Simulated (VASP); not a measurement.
# Te: relaxation of cell and atoms with PBEsol

Te:

```
CELL_PARAMETERS angstrom
4.45400 0.00000 0.00000
-2.22700 3.85728 0.00000
0.00000 0.00000 5.92400
ATOMIC_POSITIONS crystal
Te 0.73100 0.73100 0.00000
Te 0.00000 0.26900 0.66667
Te 0.26900 0.00000 0.33333
```

```
Program                : VASP 6.6.1
Task                   : relaxation of cell and atoms
Functional             : PBEsol
Potentials or basis    : VASP PAW PBE potentials, release 64 (Te)
Cutoff                 : 600 eV
k mesh                 : 7 × 7 × 5
Occupations            : fermi-dirac, width 0.05 eV
Spin                   : no spin polarisation
Target pressure        : 30 GPa
Dipole correction      : no
Further INCAR settings : ALGO = Normal; EDIFF = 1e-06; IBRION = 2; EDIFFG = -0.01; NSW = 60; ISIF = 3
```

- Relaxed volume: 20.77 Å³/atom
- Relaxed cell: a = 3.029 Å, b = 3.029 Å, c = 7.840 Å, α = 90.00°, β = 90.00°, γ = 120.00°
- Space group after relaxing (to 0.05 Å): R-3m (No. 166)
- Energy change on relaxing (the enthalpy is what falls): +751.4 meV/atom
- Ionic steps: 53
- Pressure after relaxing: 30.0 GPa
- Largest force after relaxing: 0.004 eV/Å
- Band gap on the k mesh: zero (band 9 reaches 17.29 eV, above the bottom of band 10 at 9.91 eV)

Forces on the atoms (eV/Å):
```
Te  -0.002 -0.003  0.000
Te  -0.002  0.003  0.000
Te   0.004  0.000  0.000
```

Step by step:
```
step  energy change (eV)  largest force (eV/Å)  pressure (GPa)  volume (Å³)
   1              0.0000                0.1261           -0.87       101.78
   3              0.9026                1.7955           18.32        80.66
   5              1.8611                2.6289           30.53        74.24
   7              2.2770                0.4130           38.04        66.19
   9              3.0248                0.6547           46.80        60.71
  11              1.9267                0.2675           25.92        64.98
  13              2.0231                0.2791           27.33        64.33
  15              2.3158                0.2714           31.00        62.49
  17              2.2453                0.2656           29.96        62.83
  19              2.0504                0.2173           26.74        63.82
  21              2.0630                0.2099           26.92        63.72
  23              2.1229                0.1736           27.75        63.28
  25              2.2438                0.0950           29.65        62.53
  27              2.4050                0.0979           32.34        61.59
  29              2.4222                0.0962           32.62        61.49
  31              2.4407                0.0907           32.98        61.39
  33              2.4064                0.0648           32.60        61.55
  35              2.2280                0.0583           29.68        62.46
  37              2.2378                0.0584           29.83        62.41
  39              2.2754                0.0579           30.30        62.20
  41              2.2557                0.0561           30.01        62.31
  43              2.1834                0.0341           28.81        62.69
  45              2.2175                0.0436           29.36        62.51
  47              2.2290                0.0346           29.56        62.44
  49              2.2775                0.0069           30.34        62.18
  51              2.2584                0.0030           30.05        62.28
  53              2.2543                0.0039           30.03        62.30
```

Final structure:
```cif
data_structure
_symmetry_space_group_name_H-M 'P 1'
_symmetry_Int_Tables_number 1
_cell_length_a 3.0290
_cell_length_b 3.0290
_cell_length_c 7.8402
_cell_angle_alpha 90.000
_cell_angle_beta 90.000
_cell_angle_gamma 120.000
_cell_volume 62.30
loop_
_atom_site_label
_atom_site_type_symbol
_atom_site_fract_x
_atom_site_fract_y
_atom_site_fract_z
_atom_site_occupancy
Te1 Te 0.66745 0.66745 0.00000 1
Te2 Te 0.00000 0.33255 0.66667 1
Te3 Te 0.33255 0.00000 0.33333 1
```

Levels at points of the mesh, in eV from the Fermi level:
```csv
k point,band 7,band 8,band 9,band 10,band 11,band 12
"(0.00, 0.00, 0.00)",3.92,3.92,3.92,3.93,5.43,5.43
```

It used 930 s of CPU time on 1 thread of Intel(R) Xeon(R) Platinum 8488C (Sapphire Rapids), with other jobs on the host.

Caveat: the cell is relaxed towards a set pressure, so the enthalpy falls and the energy may rise; the volume moved by over 15 % at a fixed basis, so the end points are rough; the PAW data sets were made with another functional, which shifts forces and pressure a little; spin-orbit coupling is left out, which moves the levels of the heavy elements.
